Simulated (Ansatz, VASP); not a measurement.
# Two plane-wave programs on BN

```
B N
1.0
     4.38950    0.00000    0.00000
     0.00000    4.38950    0.00000
     0.00000    0.00000    2.77860
B N
4 4
Direct
  0.17428 0.82572 0.50000
  0.32572 0.32572 0.00000
  0.67428 0.67428 0.00000
  0.82572 0.17428 0.50000
  0.81261 0.81261 0.50000
  0.31261 0.68739 0.00000
  0.68739 0.31261 0.00000
  0.18739 0.18739 0.50000
```

Alike in both runs: task single point; functional PBE; k mesh 6 × 6 × 10; occupations gaussian, width 0.05 eV; no spin polarisation.

```csv
,VASP,Ansatz
version,VASP 6.6.1,Ansatz 0.2.0
potentials or method,"VASP PAW PBE potentials, release 64 (B, N), cutoff 520 eV","scalar-relativistic, plane waves, PAW"
valence electrons in the cell,32,32
```

```csv
,VASP,Ansatz,Ansatz less VASP
gap on the k mesh at the Fermi level (eV),4.47,4.47,+0.003
least direct gap on the mesh (eV),4.47,4.47,+0.003
pressure (GPa),-21.4,-21.5,-0.15
"traceless stress, the component that is largest in VASP (GPa)",-42.84,-42.59,+0.250
rms of the force components (eV/Å),0.199,0.189,-0.0093
```

Atom by atom the forces differ by 0.014 eV/Å (rms over components). The functional is the same, so the differences come from potentials, cutoffs and numerics.
